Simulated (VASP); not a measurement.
Here is a VASP 6.6.1 calculation.

Contents of INCAR:

```
SYSTEM = FeGe
PREC = Accurate
ENCUT = 520
EDIFF = 1E-6
ISMEAR = -1
SIGMA = 0.1
LREAL = .False.
LASPH = .True.
NELM = 100
ALGO = Normal
ISIF = 2
LWAVE = .False.
LCHARG = .True.
GGA = PE
LELF = .True.
LVHAR = .True.
NBANDS = 54
```

The input KPOINTS:

```
Automatic mesh
0
Gamma
  4 4 4
  0 0 0
```

Contents of POSCAR:

```
FeGe
1.0
    4.6434960028      0.0000000000      0.0000000000
    0.0000000000      4.6434960028      0.0000000000
    0.0000000000      0.0000000000      4.6434960028
Ge Fe
4 4
Direct
    0.8389727682      0.8389727682      0.8389727682
    0.6610272318      0.1610272318      0.3389727682
    0.3389727682      0.6610272318      0.1610272318
    0.1610272318      0.3389727682      0.6610272318
    0.1334280080      0.1334280080      0.1334280080
    0.3665719920      0.8665719920      0.6334280080
    0.6334280080      0.3665719920      0.8665719920
    0.8665719920      0.6334280080      0.3665719920
```

Potentials or basis: VASP PAW PBE potentials, release 64 (Ge_d, Fe).

Command:

```console
$ cat potpaw_PBE.64/Ge_d/POTCAR potpaw_PBE.64/Fe/POTCAR > POTCAR
$ mpirun -np 1 vasp_std > vasp.out
```

Q: What does it give for the pressure?

A: 0.2 GPa.

Q: Estimate the band gap on the k mesh.

A: 0.11 eV, indirect (least direct gap 0.15 eV).

Forces on the atoms (eV/Å):
```
Ge   0.001  0.001  0.001
Ge  -0.001 -0.001  0.001
Ge   0.001 -0.001 -0.001
Ge  -0.001  0.001 -0.001
Fe   0.015  0.015  0.015
Fe  -0.015 -0.015  0.015
Fe   0.015 -0.015 -0.015
Fe  -0.015  0.015 -0.015
```

A k mesh can miss the band edges. Spin polarisation is off, so any magnetic state and its effect on volume and gap are missing.
